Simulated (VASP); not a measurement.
A run of VASP 6.6.1:

The input INCAR:

```
SYSTEM = PbO
ALGO = Normal
EDIFF = 1E-7
ENCUT = 520
GGA = PS
ISIF = 2
ISMEAR = 0
LASPH = .TRUE.
LCHARG = .TRUE.
LELF = .TRUE.
LREAL = .FALSE.
LVHAR = .TRUE.
LWAVE = .FALSE.
NBANDS = 17
NELM = 80
PREC = Accurate
SIGMA = 0.02
```

Contents of KPOINTS:

```
k-points
0
G
  12 12 12
  0 0 0
```

File POSCAR:

```
PbO
1.0
    3.2618256124      0.0000000000      0.0000000000
    0.0000000000      3.2618256124      0.0000000000
    0.0000000000      0.0000000000      3.2618256124
Pb O
1 1
Direct
    0.0000000000      0.0000000000      0.0000000000
    0.5000000000      0.5000000000      0.5000000000
```

Potentials or basis: VASP PAW PBE potentials, release 64 (Pb_d, O).

Launch:

```sh
$ cat potpaw_PBE.64/Pb_d/POTCAR potpaw_PBE.64/O/POTCAR > POTCAR
$ mpirun -np 1 vasp_std > vasp.out
```

Hardware: 1 thread of AMD EPYC 7R13, with other jobs on the host.

Task: Estimate the wall time of this run.

Result: Run time: 64 s on 1 thread of AMD EPYC 7R13, on a shared host, peak memory 0.14 GiB. Counts: scf iterations 14, k points 84.
